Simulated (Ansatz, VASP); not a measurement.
**ZnCd7S8: VASP beside Ansatz**

```
CELL_PARAMETERS angstrom
0.00000 0.00000 -6.64574
4.07929 7.06554 0.00000
4.07929 -7.06554 0.00000
ATOMIC_POSITIONS crystal
Zn 0.00158 0.16667 0.33333
Cd 0.00158 0.16883 0.83442
Cd 0.00158 0.66558 0.33117
Cd 0.00158 0.66558 0.83442
Cd 0.49825 0.32974 0.65948
Cd 0.49825 0.32974 0.17026
Cd 0.50329 0.83333 0.66667
Cd 0.49825 0.84052 0.17026
S 0.64990 0.16667 0.33333
S 0.62222 0.16954 0.83477
S 0.62222 0.66523 0.33046
S 0.62222 0.66523 0.83477
S 0.11810 0.32398 0.64797
S 0.11810 0.32398 0.17602
S 0.12479 0.83333 0.66667
S 0.11810 0.85203 0.17602
```

Alike in both runs: task single point; functional PBEsol; k mesh 4 × 6 × 6; occupations gaussian, width 0.02 eV; no spin polarisation.

|  | VASP | Ansatz |
| --- | --- | --- |
| version | VASP 6.6.1 | Ansatz 0.2.0 |
| potentials or method | VASP PAW PBE potentials, release 64 (Zn, Cd, S), cutoff 500 eV | scalar-relativistic, plane waves, PAW |
| valence electrons in the cell | 144 | 200 |

```tsv
	VASP	Ansatz	Ansatz less VASP
gap on the k mesh at the Fermi level (eV)	1.17	1.16	-0.005
least direct gap on the mesh (eV)	1.17	1.16	-0.005
pressure (GPa)	0.4	0.0	-0.39
rms of the force components (eV/Å)	0.008	0.001	-0.0071
```

VASP's potentials were made for PBE, not for PBEsol. Atom by atom the forces differ by 0.007 eV/Å (rms over components). With one functional, cell and mesh, what is left measures potentials, basis and numerics. VASP's potentials hold 144 valence electrons a cell and Ansatz's 200, so a difference there can come from the potentials and not from the codes.
